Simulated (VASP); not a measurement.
# TaN (Fm-3m) in VASP: notebook, part 2 of 2

VASP 6.6.1.

## Step 4: Vibrations by perturbation theory, PBE

This run uses another cell than the first one, of 10.77 Å³/atom.

Input file INCAR:

```
PREC = Accurate ; ENCUT = 520
EDIFF = 1E-8 ; ISMEAR = 0
SIGMA = 0.15 ; LREAL = False
LASPH = True ; NELM = 80
ALGO = Normal ; ISIF = 2
LWAVE = False ; LCHARG = False
GGA = PE ; IBRION = 8
NSW = 1
```

Input file KPOINTS:

```
Automatic mesh
0
Gamma
  24 24 24
```

Input file POSCAR:

```
TaN
1.0
    0.0000000000      2.2086347780      2.2086347780
    2.2086347780      0.0000000000      2.2086347780
    2.2086347780      2.2086347780      0.0000000000
Ta N
1 1
Direct
    0.5000000000      0.5000000000      0.5000000000
    0.0000000000      0.0000000000      0.0000000000
```

Potentials or basis: VASP PAW PBE potentials, release 64 (Ta_pv, N).

Run with:

```bash
$ cat potpaw_PBE.64/Ta_pv/POTCAR potpaw_PBE.64/N/POTCAR > POTCAR
$ mpirun -np 1 vasp_std > vasp.out
```

OUTCAR:

```text
PREC = Accurate
   ENCUT = 520
   EDIFF = 1E-8
   ISMEAR = 0
   LREAL = False
   LASPH = True
   NELM = 80
   ISIF = 2
   GGA = PE
   IBRION = 8
   NSW = 1

 ion  position               nearest neighbor table
   1  0.500  0.500  0.500-   2 2.21   2 2.21   2 2.21   2 2.21   2 2.21   2 2.21
   2  0.000  0.000  0.000-   1 2.21   1 2.21   1 2.21   1 2.21   1 2.21   1 2.21

  LATTYP: Found a face centered cubic cell.
 ALAT       =     4.4172695560

  Lattice vectors:

 A1 = (   0.0000000000,   2.2086347780,   2.2086347780)
 A2 = (   2.2086347780,   0.0000000000,   2.2086347780)
 A3 = (   2.2086347780,   2.2086347780,   0.0000000000)

Analysis of symmetry for initial positions (statically):
=====================================================================
 Subroutine PRICEL returns:
 Original cell was already a primitive cell.

 Routine SETGRP: Setting up the symmetry group for a
[... 589 lines left out ...]

 INTERNAL STRAIN TENSOR  FOR ION    2  DIRECTION 1   (eV/Angst):
 -----------------------------------------------------------------------------
     0.03355  0.00000  0.00000
     0.00000 -0.01428  0.00000
     0.00000  0.00000 -0.01428

 INTERNAL STRAIN TENSOR FOR ION    2 for displacements in x,y,z  (eV/Angst):
          X           Y           Z          XY          YZ          ZX
  --------------------------------------------------------------------------------
  x     0.00000     0.00000     0.00000     0.00000     0.00000     0.00000
  y     0.00000     0.00000     0.00000     0.00000     0.00000     0.00000
  z     0.00000     0.00000     0.00000     0.00000     0.00000     0.00000

 SECOND DERIVATIVES (NOT SYMMETRIZED)
 ------------------------------------
               1X          1Y          1Z          2X          2Y          2Z
  1X    -7.007373    0.000000    0.000000    7.007373    0.000000    0.000000
  1Y     0.000000   -7.007373    0.000000    0.000000    7.007373    0.000000
  1Z     0.000000    0.000000   -7.007373    0.000000    0.000000    7.007373
  2X     7.005620    0.000000    0.000000   -7.005620    0.000000    0.000000
  2Y     0.000000    7.005620    0.000000    0.000000   -7.005620    0.000000
  2Z     0.000000    0.000000    7.005620    0.000000    0.000000   -7.005620

 Eigenvectors and eigenvalues of the dynamical matrix
 ----------------------------------------------------

   1 f  =   11.478417 THz    72.121024 2PiTHz  382.878793 cm-1    47.470899 meV
             X         Y         Z           dx          dy          dz
      2.208635  2.208635  2.208635     0.000000    0.268021    0.000000
      0.000000  0.000000  0.000000     0.000000   -0.963413    0.000000
[... 21 lines left out ...]
   6 f/i=    0.000371 THz     0.002329 2PiTHz    0.012364 cm-1     0.001533 meV
             X         Y         Z           dx          dy          dz
      2.208635  2.208635  2.208635     0.000000    0.000000    0.963413
      0.000000  0.000000  0.000000     0.000000    0.000000    0.268021

--------------------------------------------------------------------------------------------------------

 ELASTIC MODULI CONTR FROM IONIC RELAXATION (kBar)
 Direction    XX          YY          ZZ          XY          YZ          ZX
 --------------------------------------------------------------------------------
 XX           0.0000      0.0000      0.0000      0.0000      0.0000      0.0000
 YY           0.0000      0.0000      0.0000      0.0000      0.0000      0.0000
 ZZ           0.0000      0.0000      0.0000      0.0000      0.0000      0.0000
 XY           0.0000      0.0000      0.0000      0.0000      0.0000      0.0000
 YZ           0.0000      0.0000      0.0000      0.0000      0.0000      0.0000
 ZX           0.0000      0.0000      0.0000      0.0000      0.0000      0.0000
 --------------------------------------------------------------------------------
```

OSZICAR:

```text
N       E                     dE             d eps       ncg     rms          rms(c)
DAV:   1     0.884818458091E+02    0.88482E+02   -0.93313E+03  9920   0.141E+03
DAV:   2    -0.209512353405E+02   -0.10943E+03   -0.10355E+03 11344   0.337E+02
DAV:   3    -0.248030782464E+02   -0.38518E+01   -0.37455E+01 12560   0.570E+01
[... 41 lines left out ...]
RMM:   8    -0.234928256068E+00   -0.54369E-05   -0.24112E-07 45404   0.145E-03    0.212E-04
RMM:   9    -0.234924969411E+00    0.32867E-05    0.42589E-09 44226   0.574E-04    0.290E-05
RMM:  10    -0.234924926866E+00    0.42545E-07   -0.66375E-08 50743   0.171E-04    0.179E-05
RMM:  11    -0.234925020267E+00   -0.93401E-07   -0.13400E-08 49928   0.479E-05    0.997E-06
RMM:  12    -0.234924995707E+00    0.24560E-07    0.15039E-09 48258   0.171E-05    0.191E-06
RMM:  13    -0.234925000430E+00   -0.47230E-08   -0.55730E-09 33795   0.573E-06    0.587E-07
 Linear response finished
```

Run time: 4.7 min. Hardware: 1 thread of Intel Xeon 6975P-C (Granite Rapids), shared host; peak memory 0.68 GiB.

What came out:

```yaml
Highest_phonon_frequency_at_Γ: 383 cm⁻¹
```

Phonon frequencies in cm⁻¹ (negative: imaginary):
| q point | frequencies |
| --- | --- |
| (0.000, 0.000, 0.000) | 0 0 0 383 383 383 |

Caveat: spin-orbit coupling is left out, which moves the levels of the heavy elements.

## Step 5: Vibrations by perturbation theory, PBE

This run uses another cell than the first one, of 10.51 Å³/atom.

Input file INCAR:

```
PREC = Accurate
ENCUT = 520
EDIFF = 1E-8
ISMEAR = -1
SIGMA = 0.15
LREAL = False
LASPH = True
NELM = 60
ALGO = Normal
ISIF = 2
LWAVE = False
LCHARG = False
GGA = PE
NBANDS = 15
IBRION = 8
NSW = 1
```

Input file KPOINTS:

```
regular mesh
0
Gamma
  16 16 16
```

Input file POSCAR:

```
TaN
1.0
    0.0000000000      2.1902231900      2.1902231900
    2.1902231900      0.0000000000      2.1902231900
    2.1902231900      2.1902231900      0.0000000000
Ta N
1 1
Direct
    0.5000000000      0.5000000000      0.5000000000
    0.0000000000      0.0000000000      0.0000000000
```

Potentials or basis: VASP PAW PBE potentials, release 64 (Ta_pv, N).

Run with:

```bash
$ cat potpaw_PBE.64/Ta_pv/POTCAR potpaw_PBE.64/N/POTCAR > POTCAR
$ mpirun -np 1 vasp_std > vasp.out
```

OUTCAR:

```text
PREC = Accurate
   ENCUT = 520
   EDIFF = 1E-8
   ISMEAR = -1
   LREAL = False
   LASPH = True
   NELM = 60
   ISIF = 2
   GGA = PE
   IBRION = 8
   NSW = 1

 ion  position               nearest neighbor table
   1  0.500  0.500  0.500-   2 2.19   2 2.19   2 2.19   2 2.19   2 2.19   2 2.19
   2  0.000  0.000  0.000-   1 2.19   1 2.19   1 2.19   1 2.19   1 2.19   1 2.19

  LATTYP: Found a face centered cubic cell.
 ALAT       =     4.3804463800

  Lattice vectors:

 A1 = (   0.0000000000,   2.1902231900,   2.1902231900)
 A2 = (   2.1902231900,   0.0000000000,   2.1902231900)
 A3 = (   2.1902231900,   2.1902231900,   0.0000000000)

Analysis of symmetry for initial positions (statically):
=====================================================================
 Subroutine PRICEL returns:
 Original cell was already a primitive cell.

 Routine SETGRP: Setting up the symmetry group for a
 face centered cubic supercell.
[... 659 lines left out ...]

 INTERNAL STRAIN TENSOR  FOR ION    2  DIRECTION 1   (eV/Angst):
 -----------------------------------------------------------------------------
     0.04446 -0.00000  0.00000
     0.00000 -0.02015  0.00000
     0.00000  0.00000 -0.02015

 INTERNAL STRAIN TENSOR FOR ION    2 for displacements in x,y,z  (eV/Angst):
          X           Y           Z          XY          YZ          ZX
  --------------------------------------------------------------------------------
  x     0.00000     0.00000     0.00000     0.00000     0.00000     0.00000
  y     0.00000     0.00000     0.00000     0.00000     0.00000     0.00000
  z     0.00000     0.00000     0.00000     0.00000     0.00000     0.00000

 SECOND DERIVATIVES (NOT SYMMETRIZED)
 ------------------------------------
               1X          1Y          1Z          2X          2Y          2Z
  1X    -8.267919    0.000000    0.000000    8.267919    0.000000    0.000000
  1Y     0.000000   -8.267919    0.000000    0.000000    8.267919    0.000000
  1Z     0.000000    0.000000   -8.267919    0.000000    0.000000    8.267919
  2X     8.262767    0.000000    0.000000   -8.262767    0.000000    0.000000
  2Y     0.000000    8.262767    0.000000    0.000000   -8.262767    0.000000
  2Z     0.000000    0.000000    8.262767    0.000000    0.000000   -8.262767

 Eigenvectors and eigenvalues of the dynamical matrix
 ----------------------------------------------------

   1 f  =   12.466005 THz    78.326217 2PiTHz  415.821156 cm-1    51.555229 meV
             X         Y         Z           dx          dy          dz
      2.190223  2.190223  2.190223     0.189553    0.189553    0.000000
      0.000000  0.000000  0.000000    -0.681227   -0.681227   -0.000000
[... 21 lines left out ...]
   6 f/i=    0.001003 THz     0.006305 2PiTHz    0.033473 cm-1     0.004150 meV
             X         Y         Z           dx          dy          dz
      2.190223  2.190223  2.190223     0.323596   -0.905094    0.065040
      0.000000  0.000000  0.000000     0.090041   -0.251844    0.018098

--------------------------------------------------------------------------------------------------------

 ELASTIC MODULI CONTR FROM IONIC RELAXATION (kBar)
 Direction    XX          YY          ZZ          XY          YZ          ZX
 --------------------------------------------------------------------------------
 XX           0.0000      0.0000      0.0000      0.0000      0.0000      0.0000
 YY           0.0000      0.0000      0.0000      0.0000      0.0000      0.0000
 ZZ           0.0000      0.0000      0.0000      0.0000      0.0000      0.0000
 XY           0.0000      0.0000      0.0000      0.0000      0.0000      0.0000
 YZ           0.0000      0.0000      0.0000      0.0000      0.0000      0.0000
 ZX           0.0000      0.0000      0.0000      0.0000      0.0000      0.0000
 --------------------------------------------------------------------------------
```

Run time: 2.8 min. Hardware: 1 thread of Intel Xeon Platinum 8488C (Sapphire Rapids), shared host; peak memory 0.38 GiB.

Results:

- Highest phonon frequency at Γ: 416 cm⁻¹

Phonon frequencies in cm⁻¹ (negative: imaginary):
| q point | frequencies |
| --- | --- |
| (0.000, 0.000, 0.000) | 0 0 0 416 416 416 |

Caveat: the cell stands under pressure or tension, which shifts response properties; spin-orbit coupling is left out, which moves the levels of the heavy elements.

## Step 6: Vibrations by perturbation theory, PBE

This run uses another cell than the first one, of 10.88 Å³/atom.

Input file INCAR:

```
PREC     = Accurate       # precision mode
ENCUT    = 520            # plane-wave cutoff, eV
EDIFF    = 1E-8           # SCF threshold, eV
ISMEAR   = -1             # smearing method
SIGMA    = 0.15           # smearing width, eV
LREAL    = F              # projectors in reciprocal space
LASPH    = T              # aspherical terms in the spheres
NELM     = 60             # most SCF steps
ALGO     = Normal         # electronic algorithm
ISIF     = 2              # what is computed and relaxed
LWAVE    = F              # write WAVECAR
LCHARG   = F              # write CHGCAR
GGA      = PE             # functional
NBANDS   = 15             # bands
IBRION   = 8              # ionic algorithm
NSW      = 1              # ionic steps
```

KPOINTS is that of step 5.

Input file POSCAR:

```
TaN
1.0
    0.0000000000      2.2161012724      2.2161012724
    2.2161012724      0.0000000000      2.2161012724
    2.2161012724      2.2161012724      0.0000000000
Ta N
1 1
Direct
    0.5000000000      0.5000000000      0.5000000000
    0.0000000000      0.0000000000      0.0000000000
```

Potentials or basis: VASP PAW PBE potentials, release 64 (Ta_pv, N).

Run with:

```bash
$ cat potpaw_PBE.64/Ta_pv/POTCAR potpaw_PBE.64/N/POTCAR > POTCAR
$ mpirun -np 1 vasp_std > vasp.out
```

OUTCAR:

```text
PREC = Accurate
   ENCUT = 520
   EDIFF = 1E-8
   ISMEAR = -1
   LREAL = F
   LASPH = T
   NELM = 60
   ISIF = 2
   GGA = PE
   IBRION = 8
   NSW = 1

 ion  position               nearest neighbor table
   1  0.500  0.500  0.500-   2 2.22   2 2.22   2 2.22   2 2.22   2 2.22   2 2.22
   2  0.000  0.000  0.000-   1 2.22   1 2.22   1 2.22   1 2.22   1 2.22   1 2.22

  LATTYP: Found a face centered cubic cell.
 ALAT       =     4.4322025448

  Lattice vectors:

 A1 = (   0.0000000000,   2.2161012724,   2.2161012724)
 A2 = (   2.2161012724,   0.0000000000,   2.2161012724)
 A3 = (   2.2161012724,   2.2161012724,   0.0000000000)

Analysis of symmetry for initial positions (statically):
=====================================================================
 Subroutine PRICEL returns:
 Original cell was already a primitive cell.

 Routine SETGRP: Setting up the symmetry group for a
 face centered cubic supercell.

 Subroutine GETGRP returns: Found 48 space group operations
 (whereof 48 operations were pure point group operations)
 out of a pool of 48 trial point group operations.

The static configuration has the point symmetry O_h .

Analysis of symmetry for dynamics (positions and initial velocities):
=====================================================================
 Subroutine PRICEL returns:
 Original cell was already a primitive cell.

 Routine SETGRP: Setting up the symmetry group for a
 face centered cubic supercell.

 Subroutine GETGRP returns: Found 48 space group operations
 (whereof 48 operations were pure point group operations)
 out of a pool of 48 trial point group operations.

[... 614 lines left out ...]
    total drift:                                0.000000     -0.000000     -0.000000

  FREE ENERGIE OF THE ION-ELECTRON SYSTEM (eV)
  ---------------------------------------------------
  free  energy   TOTEN  =       -21.8568010233 eV

  energy  without entropy=      -21.7930137813  energy(sigma->0) =      -21.82490740

[... ionic steps 2 to 3 ...]

--------------------------------------- Ionic step        4  -------------------------------------------

------------------------ aborting loop because EDIFF is reached ----------------------------------------

[... ionic steps 5 to 6 ...]

--------------------------------------- Ionic step        7  -------------------------------------------

 Free energy of the ion-electron system (eV)
  ---------------------------------------------------
  ---------------------------------------------------
  free energy    TOTEN  =        -0.23467056 eV

  energy without entropy =       -0.23467056

------------------------ aborting loop because EDIFF is reached ----------------------------------------

 INTERNAL STRAIN TENSOR  FOR ION    2  DIRECTION 1   (eV/Angst):
 -----------------------------------------------------------------------------
     0.04618 -0.00000  0.00000
     0.00000 -0.02041 -0.00000
     0.00000 -0.00000 -0.02041

 INTERNAL STRAIN TENSOR FOR ION    2 for displacements in x,y,z  (eV/Angst):
          X           Y           Z          XY          YZ          ZX
  --------------------------------------------------------------------------------
  x     0.00000     0.00000     0.00000     0.00000     0.00000     0.00000
  y     0.00000     0.00000     0.00000     0.00000     0.00000     0.00000
  z     0.00000     0.00000     0.00000     0.00000     0.00000     0.00000

 SECOND DERIVATIVES (NOT SYMMETRIZED)
 ------------------------------------
               1X          1Y          1Z          2X          2Y          2Z
  1X    -6.555407    0.000000    0.000000    6.555407    0.000000    0.000000
  1Y     0.000000   -6.555407    0.000000    0.000000    6.555407    0.000000
  1Z     0.000000    0.000000   -6.555407    0.000000    0.000000    6.555407
  2X     6.561255    0.000000    0.000000   -6.561255    0.000000    0.000000
  2Y     0.000000    6.561255    0.000000    0.000000   -6.561255    0.000000
  2Z     0.000000    0.000000    6.561255    0.000000    0.000000   -6.561255

 Eigenvectors and eigenvalues of the dynamical matrix
 ----------------------------------------------------

   1 f  =   11.107962 THz    69.793382 2PiTHz  370.521723 cm-1    45.938818 meV
             X         Y         Z           dx          dy          dz
      2.216101  2.216101  2.216101     0.000000    0.267879    0.000000
      0.000000  0.000000  0.000000     0.000000   -0.963452    0.000000
[... 21 lines left out ...]
   6 f/i=    0.001278 THz     0.008031 2PiTHz    0.042635 cm-1     0.005286 meV
             X         Y         Z           dx          dy          dz
      2.216101  2.216101  2.216101     0.000000   -0.963452    0.000000
      0.000000  0.000000  0.000000     0.000000   -0.267879    0.000000

--------------------------------------------------------------------------------------------------------

 ELASTIC MODULI CONTR FROM IONIC RELAXATION (kBar)
 Direction    XX          YY          ZZ          XY          YZ          ZX
 --------------------------------------------------------------------------------
 XX           0.0000      0.0000      0.0000      0.0000      0.0000      0.0000
 YY           0.0000      0.0000      0.0000      0.0000      0.0000      0.0000
 ZZ           0.0000      0.0000      0.0000      0.0000      0.0000      0.0000
 XY           0.0000      0.0000      0.0000      0.0000      0.0000      0.0000
 YZ           0.0000      0.0000      0.0000      0.0000      0.0000      0.0000
 ZX           0.0000      0.0000      0.0000      0.0000      0.0000      0.0000
 --------------------------------------------------------------------------------
```

stdout:

```text
POSCAR found type information on POSCAR TaN
 POSCAR found :  2 types and       2 ions
 scaLAPACK will be used
 LDA part: xc-table for (Slater+PW92), standard interpolation
 POSCAR, INCAR and KPOINTS ok, starting setup
 FFT: planning ... GRIDC
 FFT: planning ... GRID_SOFT
 FFT: planning ... GRID
 WAVECAR not read
 entering main loop
 Linear response reoptimize wavefunctions to high precision
 Linear response DOF=           2
 Linear response progress:
 first order change of Fermi-energy   0.36631E-03
 force on displaced ion       1 direction 1 :  -6.555   0.000   0.000
 Linear response progress:
 first order change of Fermi-energy  -0.67464E-04
 force on displaced ion       2 direction 1 :  -6.561   0.000   0.000
 Linear response finished
```

It took 2.4 min on 1 thread of Intel Xeon Platinum 8488C (Sapphire Rapids), shared host; peak memory 0.38 GiB.

Results:

* Highest phonon frequency at Γ: 371 cm⁻¹

Phonon frequencies in cm⁻¹ (negative: imaginary):
```tsv
q point	frequencies
(0.000, 0.000, 0.000)	0 0 0 371 371 371
```

Caveat: the cell stands under pressure or tension, which shifts response properties; spin-orbit coupling is left out, which moves the levels of the heavy elements.
